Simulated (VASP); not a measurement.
Write the native input for VASP 6.6.1 that does the following.

| Item | Value |
| --- | --- |
| Task | single point |
| Functional | PBEsol |
| Potentials or basis | VASP PAW PBE potentials, release 64 (Sn_d) |
| Cutoff | 520 eV |
| k mesh | 11 × 11 × 11 |
| Occupations | fermi-dirac, width 0.05 eV |
| Spin | no spin polarisation |
| Dipole correction | no |
| Further INCAR settings | ALGO = Fast; EDIFF = 1e-06; NBANDS = 13 |

The structure of Sn lies in POSCAR:

```
Sn
1.0
   -1.6912936206      1.7393011766      2.2906073406
    1.6912936206     -1.7393011766      2.2906073406
    1.6912936206      1.7393011766     -2.2906073406
Sn
1
Direct
    0.0000000000      0.0000000000      0.0000000000
```

One way to write it, as run:

INCAR

```
SYSTEM = Sn
  ALGO = Fast
  EDIFF = 1E-6
  ENCUT = 520
  GGA = PS
  ISIF = 2
  ISMEAR = -1
  LASPH = .True.
  LCHARG = .False.
  LREAL = .False.
  LWAVE = .False.
  NBANDS = 13
  NELM = 100
  PREC = Accurate
  SIGMA = 0.05
```

KPOINTS

```
k-points
0
Gamma
  11 11 11
  0 0 0
```

Potentials or basis: VASP PAW PBE potentials, release 64 (Sn_d).

The run is started by

```bash
$ cat potpaw_PBE.64/Sn_d/POTCAR > POTCAR
$ mpirun -np 1 vasp_std > vasp.out
```

It gave:

* Pressure: -0.8 GPa
* Band gap on the k mesh: zero (band 7 reaches 15.58 eV, above the bottom of band 8 at 6.15 eV)

Caveat: the PAW data sets were made with another functional, which shifts forces and pressure a little; spin-orbit coupling is left out, which moves the levels of the heavy elements.

Run time: 41 s on 1 thread of Intel(R) Xeon(R) Platinum 8559C (Emerald Rapids) (shared host), peak memory 0.2 GiB.
